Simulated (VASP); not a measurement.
# AlO2: single point with PBE

AlO2:

```
Al O
1.0
     2.14259    0.00000    0.00000
     0.00000    4.07141    0.00000
     0.00000    0.00000    4.64143
Al O
1 2
Direct
  0.50000 0.00000 0.50000
  0.50000 0.00000 0.83765
  0.50000 0.00000 0.16235
```

- Program: VASP 6.6.1
- Task: single point
- Functional: PBE
- Potentials or basis: VASP PAW PBE potentials, release 64 (Al, O)
- Cutoff: 520 eV
- k mesh: 8 × 4 × 4
- Occupations: gaussian, width 0.1 eV
- Spin: collinear spin, ferromagnetic start
- Starting moments: [0.0, 1.0, 1.0] μB
- Dipole correction: no
- Further INCAR settings: ALGO = Normal; EDIFF = 1e-07; NBANDS = 18

```json
{
 "Pressure": "51.6 GPa",
 "Largest force": "6.098 eV/Å",
 "Net moment": "0.00 μB per cell",
 "Valence electrons inside the program's atomic spheres": "Al 1.06; O 5.02"
}
```

Forces on the atoms (eV/Å):
```
Al   0.000  0.000  0.000
O    0.000  0.000  6.098
O    0.000  0.000 -6.098
```

Stress tensor (GPa, compression positive):
```
90.25  0.00  0.00
 0.00 -0.90  0.00
 0.00  0.00 65.32
```

Levels at points of the mesh, in eV from the Fermi level:
Spin up:
```
           k point  band 4  band 5  band 6  band 7  band 8  band 9  band 10  band 11
(0.00, 0.00, 0.00)   -6.48   -3.17   -2.00   -1.37    0.88    0.89     3.25     4.39
(0.50, 0.00, 0.00)   -8.84   -5.39   -4.45   -1.64    0.67    2.19     6.30     7.52
(0.00, 0.50, 0.00)   -7.07   -3.45   -1.37   -0.69    0.24    0.88     0.91     8.51
(0.50, 0.50, 0.00)   -8.79   -5.37   -4.64   -1.74    0.99    2.19     5.14     7.12
(0.00, 0.00, 0.50)   -6.17   -4.58   -3.94   -1.41    0.93    2.10     4.42     5.05
(0.50, 0.00, 0.50)   -8.26   -6.35   -4.39   -1.79    1.06    2.21     7.04     7.76
(0.00, 0.50, 0.50)   -6.53   -4.82   -3.93   -1.41    0.93    1.64     3.40     7.36
(0.50, 0.50, 0.50)   -8.25   -6.28   -4.53   -2.00    1.18    2.54     5.49     7.69
```
Spin down:
| k point | band 3 | band 4 | band 5 | band 6 | band 7 | band 8 | band 9 | band 10 | band 11 | band 12 |
| --- | --- | --- | --- | --- | --- | --- | --- | --- | --- | --- |
| (0.00, 0.00, 0.00) | -11.35 | -6.48 | -3.17 | -2.00 | -1.37 | 0.88 | 0.89 | 3.25 | 4.39 | 8.50 |
| (0.50, 0.00, 0.00) | -9.03 | -8.84 | -5.39 | -4.45 | -1.64 | 0.67 | 2.19 | 6.30 | 7.52 | 10.32 |
| (0.00, 0.50, 0.00) | -11.26 | -7.07 | -3.45 | -1.37 | -0.69 | 0.24 | 0.88 | 0.91 | 8.51 | 9.85 |
| (0.50, 0.50, 0.00) | -9.01 | -8.79 | -5.37 | -4.64 | -1.74 | 0.99 | 2.19 | 5.14 | 7.12 | 9.37 |
| (0.00, 0.00, 0.50) | -9.72 | -6.17 | -4.58 | -3.94 | -1.41 | 0.93 | 2.10 | 4.42 | 5.05 | 6.16 |
| (0.50, 0.00, 0.50) | -8.46 | -8.26 | -6.35 | -4.39 | -1.79 | 1.06 | 2.21 | 7.04 | 7.76 | 10.87 |
| (0.00, 0.50, 0.50) | -9.70 | -6.53 | -4.82 | -3.93 | -1.41 | 0.93 | 1.64 | 3.40 | 7.36 | 11.61 |
| (0.50, 0.50, 0.50) | -8.43 | -8.25 | -6.28 | -4.53 | -2.00 | 1.18 | 2.54 | 5.49 | 7.69 | 10.07 |

Wall time 64 s on 1 thread of Intel Xeon 6975P-C, with other jobs on the host, peak memory 0.18 GiB.

Caveat: the k points lie up to 0.39 Å⁻¹ apart; forces of over 1 eV/Å act on the atoms, so gaps and moduli don't describe the material at rest.
